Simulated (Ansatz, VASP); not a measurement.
## One calculation of Sn, two programs

```
CELL_PARAMETERS angstrom
3.08874 0.00000 0.00000
0.00000 3.08874 0.00000
0.00000 0.00000 3.08874
ATOMIC_POSITIONS crystal
Sn 0.00000 0.00000 0.00000
```

Alike in both runs: task relaxation of cell and atoms; functional PBE; k mesh 13 × 13 × 13; occupations fermi-dirac, width 0.05 eV; non-collinear spin, spin-orbit coupling.

|  | VASP | Ansatz |
| --- | --- | --- |
| version | VASP 6.6.1 | Ansatz 0.2.0 |
| potentials or method | VASP PAW PBE potentials, release 64 (Sn_d), cutoff 600 eV | all-electron LAPW |

Ansatz gave:

```
relaxed volume (Å³/atom)                                                      : 29.47
relaxed length of the cell vector where the two differ most in proportion (Å) : 3.089
```

**Question.** Which values does VASP return?

**Answer.** Relaxed volume (Å³/atom): 29.48; relaxed length of the cell vector where the two differ most in proportion (Å): 3.089.

Ansatz ran all-electron here, and VASP with PAW potentials.
